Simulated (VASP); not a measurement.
# C (P6_3/mmc) in VASP: notebook, part 2 of 2

VASP 6.6.1. Earlier steps stand in the parts before.

## Step 4: Single point, r2SCAN0

This run uses another cell than the first one, of 5.66 Å³/atom.

POSCAR reads:

```
C
1.0
    2.5031953547      0.0000000000      0.0000000000
   -1.2515976774      2.1678307678      0.0000000000
    0.0000000000      0.0000000000      4.1688692743
C
4
Direct
    0.3333333333      0.6666666667      0.0002313159
    0.6666666667      0.3333333333      0.5002313159
    0.3333333333      0.6666666667      0.3747686841
    0.6666666667      0.3333333333      0.8747686841
```

INCAR.step1 reads:

```
SYSTEM = C
ALGO = Normal
EDIFF = 1E-5
ENCUT = 520
GGA = PE
ISIF = 2
ISMEAR = 0
LASPH = .True.
LCHARG = .False.
LREAL = .False.
LWAVE = .True.
NBANDS = 16
NELM = 100
PREC = Accurate
SIGMA = 0.01
```

INCAR.step2 reads:

```
SYSTEM = C
AEXX = 0.25
ALGO = Normal
EDIFF = 1E-7
ENCUT = 520
ISIF = 2
ISMEAR = 0
ISTART = 1
LASPH = .True.
LCHARG = .False.
LHFCALC = .True.
LMIXTAU = .True.
LREAL = .False.
LWAVE = .False.
METAGGA = R2SCAN
NBANDS = 16
NELM = 100
PREC = Accurate
PRECFOCK = Normal
SIGMA = 0.01
```

KPOINTS reads:

```
k-points
0
Gamma
  9 9 4
  0 0 0
```

Potentials or basis: VASP PAW PBE potentials, release 64 (C).

Started as:

```console
$ cat potpaw_PBE.64/C/POTCAR > POTCAR
$ cp INCAR.step1 INCAR
$ mpirun -np 1 vasp_std > vasp.out
$ cp INCAR.step2 INCAR
$ mpirun -np 1 vasp_std > vasp.out
```

OUTCAR:

```text
SYSTEM = C
   AEXX = 0.25
   EDIFF = 1E-7
   ENCUT = 520
   ISIF = 2
   ISMEAR = 0
   ISTART = 1
   LASPH = .True.
   LHFCALC = .True.
   LREAL = .False.
   METAGGA = R2SCAN
   NELM = 100
   PREC = Accurate
   PRECFOCK = Normal

 ion  position               nearest neighbor table
   1  0.333  0.667  0.000-   4 1.54   4 1.54   4 1.54   3 1.56
   2  0.667  0.333  0.500-   3 1.54   3 1.54   3 1.54   4 1.56
   3  0.333  0.667  0.375-   2 1.54   2 1.54   2 1.54   1 1.56
   4  0.667  0.333  0.875-   1 1.54   1 1.54   1 1.54   2 1.56

  LATTYP: Found a hexagonal cell.
 ALAT       =     2.5031953547
 C/A-ratio  =     1.6654190679

  Lattice vectors:

 A1 = (   2.5031953547,   0.0000000000,   0.0000000000)
 A2 = (  -1.2515976774,   2.1678307678,   0.0000000000)
 A3 = (   0.0000000000,   0.0000000000,   4.1688692743)

Analysis of symmetry for initial positions (statically):
=====================================================================
 Subroutine PRICEL returns:
 Original cell was already a primitive cell.

 Routine SETGRP: Setting up the symmetry group for a
 hexagonal supercell.

 Subroutine GETGRP returns: Found 24 space group operations
 (whereof  6 operations were pure point group operations)
 out of a pool of 24 trial point group operations.

The static configuration has the point symmetry C_3v.
 The point group associated with its full space group is D_6h.

Analysis of symmetry for dynamics (positions and initial velocities):
=====================================================================
 Subroutine PRICEL returns:
 Original cell was already a primitive cell.

 Routine SETGRP: Setting up the symmetry group for a
 hexagonal supercell.

[... 133 lines left out ...]
   LORBIT       =      0    0 simple, 1 ext, 2 COOP (PROOUT), +10 PAW based schemes
   METAGGA = R2SCAN    functional components
   LHFCALC =     T    Hartree Fock is set to
   PRECFOCK=normal    Normal, Fast or Accurate (Low or Medium for compatibility)
   ENCUT4O =  -1.0   cutoff for four orbital integrals eV
   NKREDX  =     1    reduce k-point grid by
   NKREDY  =     1    reduce k-point grid by
   NKREDZ  =     1    reduce k-point grid by
   AEXX    =    0.2500 exact exchange contribution
   HFSCREEN=    0.0000 screening length (either q_TF or 0.3 A-1)
   HFSCREENC=   0.0000 screening length for correlation (either q_TF or 0.3 A-1)
   ENCUTFOCK=  -1.0 apply spherical cutoff to Coloumb kernel
   IVDW    =     0    specifies the selected vdW correction
   LEPSILON=     F    determine dielectric tensor
   LRPA    =     F    only Hartree local field effects (RPA)
 non-spin polarized calculation
 Gauss-broadening in eV      SIGMA  =   0.01
  energy-cutoff  :      520.00
  volume of cell :       22.62
 maximum number of plane-waves:       624
 NGX is ok and might be reduce to    20
  NGX = 14; NGY = 14; NGZ = 24

 number of electron      16.0000000 magnetization

 Free energy of the ion-electron system (eV)
  ---------------------------------------------------
  ext. energy  EPLUGINS =         0.00000000
  ---------------------------------------------------
  free energy    TOTEN  =       -46.23263844 eV

  energy without entropy =      -46.23263844  energy(sigma->0) =      -46.23263844

 E-fermi :   9.2057     XC(G=0): -11.0271

 val. band max:        9.1068654329   @ k =   0.0000   0.0000   0.0000
 cond. band min:      14.3606455985   @ k =   0.3333   0.3333   0.0000
 fundamental gap:      5.2537801656
 Fermi energy:         9.2057424899

 k-point     1 :       0.0000    0.0000    0.0000
  band No.  band energies     occupation
      1     -15.6293      2.00000
      2      -9.5219      2.00000
      3      -6.3544      2.00000
      4       5.6156      2.00000
      5       5.6156      2.00000
      6       8.6207      2.00000
[... 433 lines left out ...]
      3      -3.7430      2.00000
      4      -3.7430      2.00000
      5      -2.8918      2.00000
      6       0.1820      2.00000
[... 8 lines left out ...]
     15      28.0891      0.00000
     16      28.0891      0.00000

 [... further k-points ...]

------------------------ aborting loop because EDIFF is reached ----------------------------------------

  FORCE on cell =-STRESS in cart. coord.  units (eV):
  Direction    XX          YY          ZZ          XY          YZ          ZX
  --------------------------------------------------------------------------------------
  -------------------------------------------------------------------------------------
  Total       -0.9458660     -0.9458660     -1.0380806      0.0000000     -0.0000000     -0.0000000
  in kB      -66.9887405    -66.9887405    -73.5196240      0.0000000     -0.0000000     -0.0000000
  external PRESSURE =     -69.1657017 kB  Pullay stress =       0.0000000 kB

 VOLUME and BASIS-vectors are now :
 -----------------------------------------------------------------------------
  energy-cutoff  :      520.00
  volume of cell :       22.62
      direct lattice vectors                 reciprocal lattice vectors
     2.503195355  0.000000000  0.000000000     0.399489396  0.230645310  0.000000000
    -1.251597677  2.167830768  0.000000000     0.000000000  0.461290620  0.000000000
     0.000000000  0.000000000  4.168869274     0.000000000  0.000000000  0.239873197

 POSITION                                       TOTAL-FORCE (eV/Angst)
 -----------------------------------------------------------------------------------
     -0.00000      1.44522      0.00096        -0.000000      0.000000     -0.004282
      1.25160      0.72261      2.08540         0.000000     -0.000000     -0.004282
     -0.00000      1.44522      1.56236        -0.000000      0.000000      0.004282
      1.25160      0.72261      3.64680         0.000000     -0.000000      0.004282
 -----------------------------------------------------------------------------------
    total drift:                                0.000000      0.000000      0.000000

  FREE ENERGIE OF THE ION-ELECTRON SYSTEM (eV)
  ---------------------------------------------------
  free  energy   TOTEN  =       -46.2326384441 eV

  energy  without entropy=      -46.2326384441  energy(sigma->0) =      -46.23263844
```

OSZICAR.step1:

```text
N       E                     dE             d eps       ncg     rms          rms(c)
DAV:   1     0.197351984943E+02    0.19735E+02   -0.83875E+03  1152   0.975E+02
DAV:   2    -0.358347418319E+02   -0.55570E+02   -0.52070E+02  1584   0.188E+02
DAV:   3    -0.375637729518E+02   -0.17290E+01   -0.17249E+01  1512   0.286E+01
DAV:   4    -0.375700912466E+02   -0.63183E-02   -0.63178E-02  1360   0.214E+00
DAV:   5    -0.375701223100E+02   -0.31063E-04   -0.31063E-04  1480   0.133E-01    0.788E+00
DAV:   6    -0.365956527545E+02    0.97447E+00   -0.59335E-01  1288   0.488E+00    0.471E+00
DAV:   7    -0.362659541698E+02    0.32970E+00   -0.68934E-01  1448   0.544E+00    0.105E+00
DAV:   8    -0.362686775225E+02   -0.27234E-02   -0.13674E-02  1288   0.773E-01    0.605E-02
DAV:   9    -0.362687687768E+02   -0.91254E-04   -0.16916E-04  1520   0.979E-02    0.299E-02
DAV:  10    -0.362688085544E+02   -0.39778E-04   -0.33535E-05  1320   0.472E-02    0.816E-03
DAV:  11    -0.362688084769E+02    0.77537E-07   -0.47901E-07   728   0.575E-03
   1 F= -.36268808E+02 E0= -.36268808E+02  d E =-.222772E-72
```

Run time: 49 min. Hardware: 1 thread of Oxide Virtual Turin-like, shared host; peak memory 0.12 GiB.

Results:

* Free energy: -46.2326 eV
* Pressure: -6.9 GPa
* Largest force: 0.004 eV/Å
* Band gap on the k mesh: 5.25 eV (least direct gap 7.16 eV)

Forces on the atoms (eV/Å):
```
C    0.000  0.000 -0.004
C    0.000  0.000 -0.004
C    0.000  0.000  0.004
C    0.000  0.000  0.004
```

Levels at points of the mesh, in eV from the valence-band top:
```csv
k point,band 5,band 6,band 7,band 8,band 9,band 10,band 11,band 12
"(0.00, 0.00, 0.00)",-3.49,-0.49,0.00,0.00,7.16,7.16,7.56,10.57
"(0.00, 0.00, 0.50)",-2.09,-2.09,-2.09,-2.09,9.71,9.71,9.71,9.71
```

Caveat: the cell stands under tension; the PAW data sets were made with another functional, which shifts forces and pressure a little; an odd mesh through Γ misses points on the zone boundary, where band edges can lie.

## Step 5: Single point, PBE0

This run uses another cell than the first one, of 5.66 Å³/atom.

POSCAR is that of step 4.

INCAR.step1 reads:

```
PREC = Accurate
ENCUT = 520
EDIFF = 1E-5
ISMEAR = 0
SIGMA = 0.01
LREAL = False
LASPH = True
NELM = 100
ALGO = Normal
ISIF = 2
LWAVE = True
NBANDS = 16
GGA = PE
```

INCAR.step2 reads:

```
PREC = Accurate
ENCUT = 520
EDIFF = 1E-7
ISMEAR = 0
SIGMA = 0.01
LREAL = False
LASPH = True
NELM = 100
ALGO = Normal
ISIF = 2
LWAVE = False
LCHARG = True
GGA = PE
LHFCALC = True
AEXX = 0.25
PRECFOCK = Normal
LELF = True
LVHAR = True
NBANDS = 16
ISTART = 1
```

KPOINTS reads:

```
Automatic mesh
0
Gamma
  9 9 4
```

Potentials or basis: VASP PAW PBE potentials, release 64 (C).

Started as:

```console
$ cat potpaw_PBE.64/C/POTCAR > POTCAR
$ cp INCAR.step1 INCAR
$ mpirun -np 1 vasp_std > vasp.out
$ cp INCAR.step2 INCAR
$ mpirun -np 1 vasp_std > vasp.out
```

OUTCAR:

```text
PREC = Accurate
   ENCUT = 520
   EDIFF = 1E-7
   ISMEAR = 0
   LREAL = False
   LASPH = True
   NELM = 100
   ISIF = 2
   GGA = PE
   LHFCALC = True
   AEXX = 0.25
   PRECFOCK = Normal
   ISTART = 1

 ion  position               nearest neighbor table
   1  0.333  0.667  0.000-   4 1.54   4 1.54   4 1.54   3 1.56
   2  0.667  0.333  0.500-   3 1.54   3 1.54   3 1.54   4 1.56
   3  0.333  0.667  0.375-   2 1.54   2 1.54   2 1.54   1 1.56
   4  0.667  0.333  0.875-   1 1.54   1 1.54   1 1.54   2 1.56

  LATTYP: Found a hexagonal cell.
 ALAT       =     2.5031953547
 C/A-ratio  =     1.6654190679

  Lattice vectors:

 A1 = (   2.5031953547,   0.0000000000,   0.0000000000)
 A2 = (  -1.2515976774,   2.1678307678,   0.0000000000)
 A3 = (   0.0000000000,   0.0000000000,   4.1688692743)

Analysis of symmetry for initial positions (statically):
=====================================================================
 Subroutine PRICEL returns:
 Original cell was already a primitive cell.

 Routine SETGRP: Setting up the symmetry group for a
 hexagonal supercell.

 Subroutine GETGRP returns: Found 24 space group operations
 (whereof  6 operations were pure point group operations)
 out of a pool of 24 trial point group operations.

The static configuration has the point symmetry C_3v.
 The point group associated with its full space group is D_6h.

Analysis of symmetry for dynamics (positions and initial velocities):
=====================================================================
 Subroutine PRICEL returns:
 Original cell was already a primitive cell.

 Routine SETGRP: Setting up the symmetry group for a
 hexagonal supercell.

 Subroutine GETGRP returns: Found 24 space group operations
 (whereof  6 operations were pure point group operations)
 out of a pool of 24 trial point group operations.

The dynamic configuration has the point symmetry C_3v.
 The point group associated with its full space group is D_6h.

 Subroutine INISYM returns: Found 24 space group operations
 (whereof  6 operations are pure point group operations),
 and found     1 'primitive' translations

----------------------------------------------------------------------------------------

                                     Primitive cell

  volume of cell :      22.6224

  direct lattice vectors                    reciprocal lattice vectors
     2.503195355  0.000000000  0.000000000     0.399489396  0.230645310  0.000000000
    -1.251597677  2.167830768  0.000000000     0.000000000  0.461290620  0.000000000
     0.000000000  0.000000000  4.168869274     0.000000000  0.000000000  0.239873197

  length of vectors
     2.503195355  2.503195355  4.168869274     0.461290620  0.461290620  0.239873197

  position of ions in fractional coordinates (direct lattice)
     0.333333333  0.666666667  0.000231316
     0.666666667  0.333333333  0.500231316
     0.333333333  0.666666667  0.374768684
     0.666666667  0.333333333  0.874768684

[... 39 lines left out ...]
  0.444444 -0.000000  0.000000      6.000000
  0.111111  0.111111  0.000000      6.000000
[... 16 lines left out ...]
  0.333333  0.222222  0.250000     24.000000
  0.333333  0.333333  0.250000      4.000000
 [... further k-points ...]
   k-points           NKPTS =     36   k-points in BZ     NKDIM =    324   number of bands    NBANDS=     16
   number of dos      NEDOS =    301   number of ions     NIONS =      4
   total plane-waves  NPLWV =  12800
   dimension x,y,z NGX =    20 NGY =   20 NGZ =   32
   dimension x,y,z NGXF=    40 NGYF=   40 NGZF=   64
   ions per type =               4
   NGX,Y,Z   is equivalent  to a cutoff of  13.28, 13.28, 12.76 a.u.
   NGXF,Y,Z  is equivalent  to a cutoff of  26.57, 26.57, 25.52 a.u.
 SYSTEM =  unknown system
   PREC   = accura    normal or accurate (medium, high low for compatibility)
   ISTART =      1    job   : 0-new  1-cont  2-samecut
   ICHARG =      0    charge: 1-file 2-atom 10-const
   ISPIN  =      1    spin polarized calculation?
   LNONCOLLINEAR =      F non collinear calculations
   LSORBIT =      F    spin-orbit coupling
   LASPH  =      T    aspherical Exc in radial PAW
   ENCUT  =  520.0 eV  38.22 Ry    6.18 a.u.   4.65  4.65  7.75*2*pi/ulx,y,z
   NELM   =    100;   NELMIN=  2; NELMDL=  0     # of ELM steps
   EDIFF  = 0.1E-06   stopping-criterion for ELM
   LREAL  =      F    real-space projection
   EDIFFG = 0.1E-05   stopping-criterion for IOM
   NSW    =      0    number of steps for IOM
   IBRION =     -1    ionic relax: 0-MD 1-quasi-New 2-CG
   NFREE  =      0    steps in history (QN), initial steepest desc. (CG)
   ISIF   =      2    stress and relaxation
   ISYM   =      3    0-nonsym 1-usesym 2-fastsym
   POTIM  = 0.5000    time-step for ionic-motion
   TEBEG  =    0.0;   TEEND  =   0.0 temperature during run
   PSTRESS=    0.0 pullay stress
   NELECT =      16.0000    total number of electrons
   NUPDOWN=      -1.0000    fix difference up-down
   EMIN   =  10.00;   EMAX   =-10.00  energy-range for DOS
   EFERMI =   0.00;   METHOD = LEGACY
   ISMEAR =     0;   SIGMA  =   0.01  broadening in eV -4-tet -1-fermi 0-gaus
   EFERMI_NEDOS =   21; number of points for ismear=-14 and -15
   IALGO  =     38    algorithm
   IMIX   =      1    mixing-type and parameters
     AMIX     =   0.40;   BMIX     =  1.00
     AMIX_MAG =   1.60;   BMIX_MAG =  1.00
  volume/ion in A,a.u.               =       5.66        38.17
  Fermi-wavevector in a.u.,A,eV,Ry     =   1.458597  2.756349 28.946471  2.127506
  Thomas-Fermi vector in A             =   2.575263
   LORBIT       =      0    0 simple, 1 ext, 2 COOP (PROOUT), +10 PAW based schemes
   GGA     = PE    functional components
   LHFCALC =     T    Hartree Fock is set to
   PRECFOCK=normal    Normal, Fast or Accurate (Low or Medium for compatibility)
   ENCUT4O =  -1.0   cutoff for four orbital integrals eV
   NKREDX  =     1    reduce k-point grid by
   NKREDY  =     1    reduce k-point grid by
   NKREDZ  =     1    reduce k-point grid by
   AEXX    =    0.2500 exact exchange contribution
   HFSCREEN=    0.0000 screening length (either q_TF or 0.3 A-1)
   HFSCREENC=   0.0000 screening length for correlation (either q_TF or 0.3 A-1)
   ENCUTFOCK=  -1.0 apply spherical cutoff to Coloumb kernel
   IVDW    =     0    specifies the selected vdW correction
   LEPSILON=     F    determine dielectric tensor
   LRPA    =     F    only Hartree local field effects (RPA)
 non-spin polarized calculation
 Gauss-broadening in eV      SIGMA  =   0.01
  energy-cutoff  :      520.00
  volume of cell :       22.62
 maximum number of plane-waves:       624
 NGX is ok and might be reduce to    20
  NGX = 14; NGY = 14; NGZ = 24

 number of electron      16.0000000 magnetization

 Free energy of the ion-electron system (eV)
  ---------------------------------------------------
  ext. energy  EPLUGINS =         0.00000000
  ---------------------------------------------------
  free energy    TOTEN  =       -44.15330507 eV

  energy without entropy =      -44.15330507  energy(sigma->0) =      -44.15330507

 E-fermi :   9.1989     XC(G=0): -10.4131

 val. band max:        9.0737847280   @ k =   0.0000   0.0000   0.0000
 cond. band min:      14.2024583692   @ k =   0.3333   0.3333   0.0000
 fundamental gap:      5.1286736412
 Fermi energy:         9.1989147766

 k-point     1 :       0.0000    0.0000    0.0000
  band No.  band energies     occupation
      1     -14.8734      2.00000
      2      -8.8709      2.00000
      3      -5.9450      2.00000
      4       5.7101      2.00000
      5       5.7101      2.00000
      6       8.5993      2.00000
[... 433 lines left out ...]
      3      -3.3015      2.00000
      4      -3.3015      2.00000
      5      -2.6026      2.00000
      6       0.4084      2.00000
[... 8 lines left out ...]
     15      27.5800      0.00000
     16      27.5800      0.00000

 [... further k-points ...]

------------------------ aborting loop because EDIFF is reached ----------------------------------------

  FORCE on cell =-STRESS in cart. coord.  units (eV):
  Direction    XX          YY          ZZ          XY          YZ          ZX
  --------------------------------------------------------------------------------------
  -------------------------------------------------------------------------------------
  Total       -0.6505638     -0.6505638     -0.8322192      0.0000000     -0.0000000     -0.0000000
  in kB      -46.0746564    -46.0746564    -58.9399723      0.0000000     -0.0000000     -0.0000000
  external PRESSURE =     -50.3630951 kB  Pullay stress =       0.0000000 kB

 VOLUME and BASIS-vectors are now :
 -----------------------------------------------------------------------------
  energy-cutoff  :      520.00
  volume of cell :       22.62
      direct lattice vectors                 reciprocal lattice vectors
     2.503195355  0.000000000  0.000000000     0.399489396  0.230645310  0.000000000
    -1.251597677  2.167830768  0.000000000     0.000000000  0.461290620  0.000000000
     0.000000000  0.000000000  4.168869274     0.000000000  0.000000000  0.239873197

 POSITION                                       TOTAL-FORCE (eV/Angst)
 -----------------------------------------------------------------------------------
     -0.00000      1.44522      0.00096        -0.000000     -0.000000      0.000118
      1.25160      0.72261      2.08540         0.000000      0.000000      0.000118
     -0.00000      1.44522      1.56236        -0.000000     -0.000000     -0.000118
      1.25160      0.72261      3.64680        -0.000000      0.000000     -0.000118
 -----------------------------------------------------------------------------------
    total drift:                                0.000000      0.000000      0.000000

  FREE ENERGIE OF THE ION-ELECTRON SYSTEM (eV)
  ---------------------------------------------------
  free  energy   TOTEN  =       -44.1533050677 eV

  energy  without entropy=      -44.1533050677  energy(sigma->0) =      -44.15330507
```

Wall time 73 min (1 thread of Oxide Virtual Turin-like, shared host); peak memory 0.11 GiB.

Results:

```yaml
Free_energy: -44.1533 eV
Pressure: -5.0 GPa
Band_gap_on_the_k_mesh: 5.13 eV (least direct gap 7.09 eV)
```

Caveat: the cell stands under tension; the PAW data sets were made with another functional, which shifts forces and pressure a little; an odd mesh through Γ misses points on the zone boundary, where band edges can lie.

## Step 6: Overview

```tsv
task	level	cell	k mesh	cutoff (eV)	smearing	grid for exact exchange (PRECFOCK)	share of exact exchange	gap on the mesh (eV)	pressure (GPa)
relaxation of cell and atoms	r2SCAN	relaxed from a = 2.512, b = 2.512, c = 4.180 Å, angles 90.0, 90.0, 120.0°, 4 atoms	12 × 12 × 6	600	fermi-dirac 0.02 eV	-	-	3.56	-0.1
single point	HF	a = 2.503, b = 2.503, c = 4.169 Å, angles 90.0, 90.0, 120.0°, 4 atoms	9 × 9 × 4	520	gaussian 0.01 eV	Normal	1	11.52	-2.9
single point	r2SCAN0	a = 2.503, b = 2.503, c = 4.169 Å, angles 90.0, 90.0, 120.0°, 4 atoms	9 × 9 × 4	520	gaussian 0.01 eV	Normal	0.25	5.25	-6.9
single point	PBE0	a = 2.503, b = 2.503, c = 4.169 Å, angles 90.0, 90.0, 120.0°, 4 atoms	9 × 9 × 4	520	gaussian 0.01 eV	Normal	0.25	5.13	-5.0
```

Alike in all rows: potentials or basis VASP PAW PBE potentials, release 64 (C); no spin polarisation.

Caveats: the PAW data sets were made with another functional, which shifts forces and pressure a little; an odd mesh through Γ misses points on the zone boundary, where band edges can lie (at least some runs); the cell stands under tension (at least some runs).

Absolute energies hang on the potentials; compare differences alone.
